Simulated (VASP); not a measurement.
Wanted: the native input for a VASP 6.6.1 run.

```yaml
Task: single point
Functional: PBE
Potentials_or_basis: VASP PAW PBE potentials, release 64 (Si, S)
Cutoff: 520 eV
k_mesh: 9 × 9 × 1
Occupations: gaussian, width 0.05 eV
Spin: collinear spin
Starting_moments: "[0.0, 0.0, 0.0, 0.0, 0.0, 0.0, 0.0, 0.0, 2.0] μB"
Dipole_correction: yes
Further_INCAR_settings: ALGO = Normal; EDIFF = 1e-07; NBANDS = 33
```

The structure of Si8S lies in POSCAR:

```
Si8S
1.0
    3.8510821778      0.0000000000      0.0000000000
   -1.9255410889      3.3351349981      0.0000000000
    0.0000000000      0.0000000000     25.7458743948
Si S
8 1
Direct
    0.6666666667      0.3333333333      0.1553646980
    0.3333333334      0.6666666667      0.1864797875
    0.3333333334      0.6666666667      0.2789705447
    0.6666666667      0.3333333333      0.3100856343
    0.6666666667      0.3333333333      0.4023777094
    0.3333333334      0.6666666667      0.4328816174
    0.3333333334      0.6666666667      0.5270845181
    0.6666666667      0.3333333333      0.5533264933
    0.8333333334      0.6666666667      0.6231227030
```

The input as run:

INCAR

```
PREC = Accurate ; ENCUT = 520
EDIFF = 1E-7 ; ISMEAR = 0
SIGMA = 0.05 ; LREAL = False
LASPH = True ; NELM = 150
ALGO = Normal ; ISIF = 2
LWAVE = False ; LCHARG = True
ISPIN = 2 ; MAGMOM = 0 0 0 0 0 0 0 0 2
LORBIT = 11 ; LDIPOL = True
IDIPOL = 3 ; DIPOL = 0.5 0.5 0.386
GGA = PE ; LELF = True
LVHAR = True ; LVACPOTAV = True
NBANDS = 33
```

KPOINTS

```
Automatic mesh
0
Gamma
  9 9 1
```

Potentials or basis: VASP PAW PBE potentials, release 64 (Si, S).

The run is started by

```sh
$ cat potpaw_PBE.64/Si/POTCAR potpaw_PBE.64/S/POTCAR > POTCAR
$ mpirun -np 1 vasp_std > vasp.out
```

It gave:

| Quantity | Value |
| --- | --- |
| Largest force | 1.091 eV/Å |
| Net moment | -0.64 μB per cell |
| Site moments | Si -0.21, -0.02, -0.04, -0.01, +0.00, +0.01 (each value once); S +0.11 μB |
| Valence electrons inside the program's atomic spheres | Si 1.64, 1.67, 1.68, 1.66 (each value once); S 3.63 |

Caveat: a moment this small can come from the mesh or the smearing.

Run time: 18 min on 1 thread of Intel(R) Xeon(R) 6975P-C (Granite Rapids), with other jobs on the host, peak memory 0.81 GiB.
